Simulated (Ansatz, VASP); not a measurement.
One calculation of GaN, two programs

```
Ga N
1.0
     3.15866    0.00000    0.00000
    -1.57933    2.73548    0.00000
     0.00000    0.00000    5.13133
Ga N
2 2
Direct
  0.66667 0.33333 0.50000
  0.33333 0.66667 0.00000
  0.66667 0.33333 0.87500
  0.33333 0.66667 0.37500
```

Change from the starting cell: volume scaled by 0.98.

Alike in both runs: task single point; functional LDA; k mesh 10 × 10 × 5; occupations fermi-dirac, width 0.05 eV; no spin polarisation.

```csv
,VASP,Ansatz
version,VASP 6.6.1,Ansatz 0.2.0
potentials or method,"VASP PAW LDA potentials, release 64 (Ga_d, N), cutoff 520 eV","all-electron LAPW, scalar-relativistic"
```

VASP gave:

```
gap on the k mesh at the Fermi level (eV)                     : 2.13
least direct gap on the mesh (eV)                             : 2.13
pressure (GPa)                                                : 0.5
traceless stress, the component that is largest in VASP (GPa) : 1.58
rms of the force components (eV/Å)                            : 0.077
```

Problem. What did Ansatz give for the same quantities?

Solution. gap on the k mesh at the Fermi level (eV): 2.12; least direct gap on the mesh (eV): 2.12; pressure (GPa): -0.4; traceless stress, the component that is largest in VASP (GPa): 1.56; rms of the force components (eV/Å): 0.076.

LDA's correlation is that of Perdew and Zunger in VASP and of Perdew and Wang (1992) in Ansatz. Atom by atom the forces differ by 0.001 eV/Å (rms over components). Ansatz ran all-electron here, and VASP with PAW potentials.
